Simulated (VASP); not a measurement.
# Sc2Ta (Fd-3m) in VASP: further runs

The runs below take Sc2Ta through single point, relaxation of cell and atoms, with PBE.

Everything below comes from runs of VASP 6.6.1. Logs are shortened: lines on timing, memory, paths and dates and some standing lists are left out, and cuts for length are marked.

## Step 1: The cell of the first run

Symmetry: Fd-3m, No. 227, cubic system. The conventional cell has a = 7.959 Å, b = 7.959 Å, c = 7.959 Å, α = 90.00°, β = 90.00°, γ = 90.00°. Sc (site symmetry -3m) has 6 Sc at 2.81 Å and 6 Ta at 3.30 Å within 3.7 Å. Ta (site symmetry -43m) has 12 Sc at 3.30 Å and 4 Ta at 3.45 Å within 4.3 Å.

## Step 2: Single point, PBE

Contents of INCAR:

```
SYSTEM = Sc2Ta
  ALGO = Fast
  EDIFF = 1E-6
  ENCUT = 520
  GGA = PE
  ISIF = 2
  ISMEAR = 0
  LASPH = .True.
  LCHARG = .False.
  LREAL = .False.
  LWAVE = .False.
  NBANDS = 42
  NELM = 60
  PREC = Accurate
  SIGMA = 0.1
```

Contents of KPOINTS:

```
k-points
0
Gamma
  8 8 8
  0 0 0
```

Contents of POSCAR:

```
Sc2Ta
1.0
    0.0000000000      3.9794959923      3.9794959923
    3.9794959923      0.0000000000      3.9794959923
    3.9794959923      3.9794959923      0.0000000000
Sc Ta
4 2
Direct
    0.1250000000      0.1250000000      0.1250000000
    0.6250000000      0.1250000000      0.1250000000
    0.1250000000      0.1250000000      0.6250000000
    0.1250000000      0.6250000000      0.1250000000
    0.5000000000      0.5000000000      0.5000000000
    0.7500000000      0.7500000000      0.7500000000
```

Potentials or basis: VASP PAW PBE potentials, release 64 (Sc_sv, Ta_pv).

On the command line:

```console
$ cat potpaw_PBE.64/Sc_sv/POTCAR potpaw_PBE.64/Ta_pv/POTCAR > POTCAR
$ mpirun -np 1 vasp_std > vasp.out
```

OUTCAR:

```text
SYSTEM = Sc2Ta
   EDIFF = 1E-6
   ENCUT = 520
   GGA = PE
   ISIF = 2
   ISMEAR = 0
   LASPH = .True.
   LREAL = .False.
   NELM = 60
   PREC = Accurate

 ion  position               nearest neighbor table
   1  0.125  0.125  0.125-   2 2.81   3 2.81   4 2.81   3 2.81   4 2.81   2 2.81   6 3.30   5 3.30
                             6 3.30   5 3.30   6 3.30   5 3.30
   2  0.625  0.125  0.125-   1 2.81   3 2.81   4 2.81   1 2.81   3 2.81   4 2.81   6 3.30   5 3.30
                             5 3.30   6 3.30   5 3.30   6 3.30
   3  0.125  0.125  0.625-   1 2.81   1 2.81   2 2.81   4 2.81   4 2.81   2 2.81   6 3.30   5 3.30
                             6 3.30   5 3.30   6 3.30   5 3.30
   4  0.125  0.625  0.125-   1 2.81   3 2.81   1 2.81   2 2.81   3 2.81   2 2.81   6 3.30   5 3.30
                             6 3.30   5 3.30   6 3.30   5 3.30
   5  0.500  0.500  0.500-   2 3.30   4 3.30   4 3.30   1 3.30   2 3.30   3 3.30   1 3.30   2 3.30
                             4 3.30   1 3.30   3 3.30   3 3.30   6 3.45   6 3.45   6 3.45   6 3.45
   6  0.750  0.750  0.750-   2 3.30   4 3.30   3 3.30   1 3.30   2 3.30   4 3.30   1 3.30   2 3.30
                             3 3.30   1 3.30   3 3.30   4 3.30   5 3.45   5 3.45   5 3.45   5 3.45

  LATTYP: Found a face centered cubic cell.
 ALAT       =     7.9589919846

  Lattice vectors:

 A1 = (   0.0000000000,   3.9794959923,   3.9794959923)
 A2 = (   3.9794959923,   0.0000000000,   3.9794959923)
 A3 = (   3.9794959923,   3.9794959923,   0.0000000000)

Analysis of symmetry for initial positions (statically):
=====================================================================
 Subroutine PRICEL returns:
 Original cell was already a primitive cell.

 Routine SETGRP: Setting up the symmetry group for a
 face centered cubic supercell.

 Subroutine GETGRP returns: Found 48 space group operations
 (whereof 24 operations were pure point group operations)
 out of a pool of 48 trial point group operations.

The static configuration has the point symmetry T_d .
 The point group associated with its full space group is O_h .

Analysis of symmetry for dynamics (positions and initial velocities):
=====================================================================
 Subroutine PRICEL returns:
 Original cell was already a primitive cell.

 Routine SETGRP: Setting up the symmetry group for a
 face centered cubic supercell.

 Subroutine GETGRP returns: Found 48 space group operations
 (whereof 24 operations were pure point group operations)
 out of a pool of 48 trial point group operations.

The dynamic configuration has the point symmetry T_d .
 The point group associated with its full space group is O_h .

 Subroutine INISYM returns: Found 48 space group operations
 (whereof 24 operations are pure point group operations),
 and found     1 'primitive' translations

----------------------------------------------------------------------------------------

                                     Primitive cell

  volume of cell :     126.0417

  direct lattice vectors                    reciprocal lattice vectors
     0.000000000  3.979495992  3.979495992    -0.125644052  0.125644052  0.125644052
     3.979495992  0.000000000  3.979495992     0.125644052 -0.125644052  0.125644052
     3.979495992  3.979495992  0.000000000     0.125644052  0.125644052 -0.125644052

  length of vectors
     5.627857204  5.627857204  5.627857204     0.217621881  0.217621881  0.217621881

  position of ions in fractional coordinates (direct lattice)
     0.125000000  0.125000000  0.125000000
     0.625000000  0.125000000  0.125000000
     0.125000000  0.125000000  0.625000000
     0.125000000  0.625000000  0.125000000
     0.500000000  0.500000000  0.500000000
     0.750000000  0.750000000  0.750000000

  ion indices of the primitive-cell ions
   primitive index   ion index
                 1           1
                 2           2
                 3           3
                 4           4
                 5           5
                 6           6

----------------------------------------------------------------------------------------

 KPOINTS: k-points

Automatic generation of k-mesh.
 Grid dimensions read from file:
 generate k-points for:    8    8    8

 Generating k-lattice:

  Cartesian coordinates                     Fractional coordinates (reciprocal lattice)
    -0.015705506  0.015705506  0.015705506     0.125000000  0.000000000  0.000000000
     0.015705506 -0.015705506  0.015705506     0.000000000  0.125000000  0.000000000
     0.015705506  0.015705506 -0.015705506     0.000000000  0.000000000  0.125000000

  Length of vectors
     0.027202735  0.027202735  0.027202735

  Shift w.r.t. Gamma in fractional coordinates (k-lattice)
     0.000000000  0.000000000  0.000000000

 Subroutine IBZKPT returns following result:
 ===========================================

 Found     29 irreducible k-points:

 Following reciprocal coordinates:
            Coordinates               Weight
  0.000000  0.000000  0.000000      1.000000
  0.125000  0.000000  0.000000      8.000000
  0.250000  0.000000  0.000000      8.000000
  0.375000  0.000000  0.000000      8.000000
  0.500000  0.000000  0.000000      4.000000
  0.125000  0.125000  0.000000      6.000000
[... 16 lines left out ...]
  0.500000  0.250000  0.125000     48.000000
 -0.375000  0.250000  0.125000     24.000000
 [... further k-points ...]
   k-points           NKPTS =     29   k-points in BZ     NKDIM =     29   number of bands    NBANDS=     42
   number of dos      NEDOS =    301   number of ions     NIONS =      6
   total plane-waves  NPLWV =  74088
   dimension x,y,z NGX =    42 NGY =   42 NGZ =   42
   dimension x,y,z NGXF=    84 NGYF=   84 NGZF=   84
   ions per type =               4   2
   NGX,Y,Z   is equivalent  to a cutoff of  12.41, 12.41, 12.41 a.u.
   NGXF,Y,Z  is equivalent  to a cutoff of  24.81, 24.81, 24.81 a.u.
 SYSTEM =  Sc2Ta
   PREC   = accura    normal or accurate (medium, high low for compatibility)
   ISTART =      0    job   : 0-new  1-cont  2-samecut
   ICHARG =      2    charge: 1-file 2-atom 10-const
   ISPIN  =      1    spin polarized calculation?
   LNONCOLLINEAR =      F non collinear calculations
   LSORBIT =      F    spin-orbit coupling
   LASPH  =      T    aspherical Exc in radial PAW
   ENCUT  =  520.0 eV  38.22 Ry    6.18 a.u.  10.46 10.46 10.46*2*pi/ulx,y,z
   NELM   =     60;   NELMIN=  2; NELMDL= -5     # of ELM steps
   EDIFF  = 0.1E-05   stopping-criterion for ELM
   LREAL  =      F    real-space projection
   EDIFFG = 0.1E-04   stopping-criterion for IOM
   NSW    =      0    number of steps for IOM
   IBRION =     -1    ionic relax: 0-MD 1-quasi-New 2-CG
   NFREE  =      0    steps in history (QN), initial steepest desc. (CG)
   ISIF   =      2    stress and relaxation
   ISYM   =      2    0-nonsym 1-usesym 2-fastsym
   POTIM  = 0.5000    time-step for ionic-motion
   TEBEG  =    0.0;   TEEND  =   0.0 temperature during run
   PSTRESS=    0.0 pullay stress
   NELECT =      66.0000    total number of electrons
   NUPDOWN=      -1.0000    fix difference up-down
   EMIN   =  10.00;   EMAX   =-10.00  energy-range for DOS
   EFERMI =   0.00;   METHOD = LEGACY
   ISMEAR =     0;   SIGMA  =   0.10  broadening in eV -4-tet -1-fermi 0-gaus
   EFERMI_NEDOS =   21; number of points for ismear=-14 and -15
   IALGO  =     68    algorithm
   IMIX   =      4    mixing-type and parameters
     AMIX     =   0.40;   BMIX     =  1.00
     AMIX_MAG =   1.60;   BMIX_MAG =  1.00
  volume/ion in A,a.u.               =      21.01       141.76
  Fermi-wavevector in a.u.,A,eV,Ry     =   1.319526  2.493543 23.689782  1.741150
  Thomas-Fermi vector in A             =   2.449418
   LORBIT       =      0    0 simple, 1 ext, 2 COOP (PROOUT), +10 PAW based schemes
   GGA     = PE    functional components
   LHFCALC =     F    Hartree Fock is set to
   AEXX    =    0.0000 exact exchange contribution
   IVDW    =     0    specifies the selected vdW correction
   LEPSILON=     F    determine dielectric tensor
   LRPA    =     F    only Hartree local field effects (RPA)
 non-spin polarized calculation
 RMM-DIIS sequential band-by-band and
 Gauss-broadening in eV      SIGMA  =   0.10
  energy-cutoff  :      520.00
  volume of cell :      126.04
 maximum number of plane-waves:      3426
 NGX is ok and might be reduce to    42
   NGX = 21   NGY = 21   NGZ = 21

 number of electron      66.0000009 magnetization

 Free energy of the ion-electron system (eV)
  ---------------------------------------------------
  ext. energy  EPLUGINS =         0.00000000
  ---------------------------------------------------
  free energy    TOTEN  =       -44.72993633 eV

  energy without entropy =      -44.66507941  energy(sigma->0) =      -44.69750787

 E-fermi :   4.3547     XC(G=0): -10.9821

 val. band max:        4.3515605015   @ k =   0.3750   0.2500   0.1250
 cond. band min:       4.3624202752   @ k =   0.5000   0.5000   0.0000
 fundamental gap:      0.0108597737
 Fermi energy:         4.3546693422

 k-point     1 :       0.0000    0.0000    0.0000
  band No.  band energies     occupation
      1     -44.4478      2.00000
      2     -44.2214      2.00000
      3     -44.2214      2.00000
      4     -44.2214      2.00000
      5     -29.8740      2.00000
      6     -29.8740      2.00000
[... 34 lines left out ...]
     41       6.4529      0.00000
     42       6.6817      0.00000

 k-point     2 :       0.1250    0.0000    0.0000
  band No.  band energies     occupation
      1     -44.4415      2.00000
      2     -44.2279      2.00000
      3     -44.2214      2.00000
      4     -44.2214      2.00000
      5     -29.8751      2.00000
      6     -29.8751      2.00000
[... 34 lines left out ...]
     41       6.5173      0.00000
     42       6.6480      0.00000

 k-point     3 :       0.2500    0.0000    0.0000
  band No.  band energies     occupation
      1     -44.4246      2.00000
      2     -44.2456      2.00000
      3     -44.2214      2.00000
      4     -44.2214      2.00000
      5     -29.8777      2.00000
      6     -29.8777      2.00000
[... 897 lines left out ...]
      4     -44.2215      2.00000
      5     -29.8841      2.00000
      6     -29.8822      2.00000
[... 34 lines left out ...]
     41       6.3752      0.00000
     42       6.5958      0.00000

 k-point    24 :      -0.3750    0.2500    0.1250
  band No.  band energies     occupation
      1     -44.3757      2.00000
      2     -44.2958      2.00000
      3     -44.2216      2.00000
      4     -44.2216      2.00000
      5     -29.8847      2.00000
      6     -29.8832      2.00000
[... 34 lines left out ...]
     41       6.2965      0.00000
     42       6.9482      0.00000

 [... further k-points ...]

------------------------ aborting loop because EDIFF is reached ----------------------------------------

  FORCE on cell =-STRESS in cart. coord.  units (eV):
  Direction    XX          YY          ZZ          XY          YZ          ZX
  --------------------------------------------------------------------------------------
  -------------------------------------------------------------------------------------
  Total        0.0779756      0.0779756      0.0779756      0.0000000      0.0000000      0.0000000
  in kB        0.9911858      0.9911858      0.9911858      0.0000000      0.0000000      0.0000000
  external PRESSURE =       0.9911858 kB  Pullay stress =       0.0000000 kB

 VOLUME and BASIS-vectors are now :
 -----------------------------------------------------------------------------
  energy-cutoff  :      520.00
  volume of cell :      126.04
      direct lattice vectors                 reciprocal lattice vectors
     0.000000000  3.979495992  3.979495992    -0.125644052  0.125644052  0.125644052
     3.979495992  0.000000000  3.979495992     0.125644052 -0.125644052  0.125644052
     3.979495992  3.979495992  0.000000000     0.125644052  0.125644052 -0.125644052

 POSITION                                       TOTAL-FORCE (eV/Angst)
 -----------------------------------------------------------------------------------
      0.99487      0.99487      0.99487        -0.000000     -0.000000     -0.000000
      0.99487      2.98462      2.98462        -0.000000     -0.000000     -0.000000
      2.98462      2.98462      0.99487        -0.000000     -0.000000     -0.000000
      2.98462      0.99487      2.98462        -0.000000     -0.000000     -0.000000
      3.97950      3.97950      3.97950        -0.000000     -0.000000      0.000000
      5.96924      5.96924      5.96924         0.000000      0.000000     -0.000000
 -----------------------------------------------------------------------------------
    total drift:                                0.000000      0.000000      0.000000

  FREE ENERGIE OF THE ION-ELECTRON SYSTEM (eV)
  ---------------------------------------------------
  free  energy   TOTEN  =       -44.7299363311 eV

  energy  without entropy=      -44.6650794125  energy(sigma->0) =      -44.69750787
```

It took 3.2 min on 1 thread of Intel Xeon 6975P-C (Granite Rapids), shared host; peak memory 0.32 GiB.

What came out:

- Free energy: -44.7299 eV
- Pressure: 0.1 GPa
- Band gap on the k mesh: zero (bands 33 and 34 overlap by 0.57 eV)

Caveat: spin-orbit coupling is left out, which moves the levels of the heavy elements.

[end of part 1 of 2]
